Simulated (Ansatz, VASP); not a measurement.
**CuP in VASP and in Ansatz**

```
CELL_PARAMETERS angstrom
0.00000 2.60099 2.60099
2.60099 0.00000 2.60099
2.60099 2.60099 0.00000
ATOMIC_POSITIONS crystal
Cu 0.00000 0.00000 0.00000
P 0.75000 0.75000 0.75000
```

Alike in both runs: functional PBE; k mesh 6 × 6 × 6; occupations gaussian, width 0.1 eV; no spin polarisation.

Ansatz relaxed the structure, and its values are those at the end. VASP's run is a single point on that final structure, the one shown.

|  | VASP | Ansatz |
| --- | --- | --- |
| version | VASP 6.6.1 | Ansatz 0.2.0 |
| potentials or method | VASP PAW PBE potentials, release 64 (Cu, P), cutoff 520 eV | scalar-relativistic, plane waves, PAW |
| valence electrons in the cell | 16 | 24 |

Ansatz gave:

| Quantity | Value |
| --- | --- |
| gap on the k mesh at the Fermi level (eV) | none |
| pressure (GPa) | 0.2 |

Q: Which values does VASP return?

A: gap on the k mesh at the Fermi level (eV): none; pressure (GPa): 0.5.

A gap of «none» marks a metal or a gap that the smearing closes. VASP's potentials hold 16 valence electrons a cell and Ansatz's 24, so a difference there can come from the potentials and not from the codes.
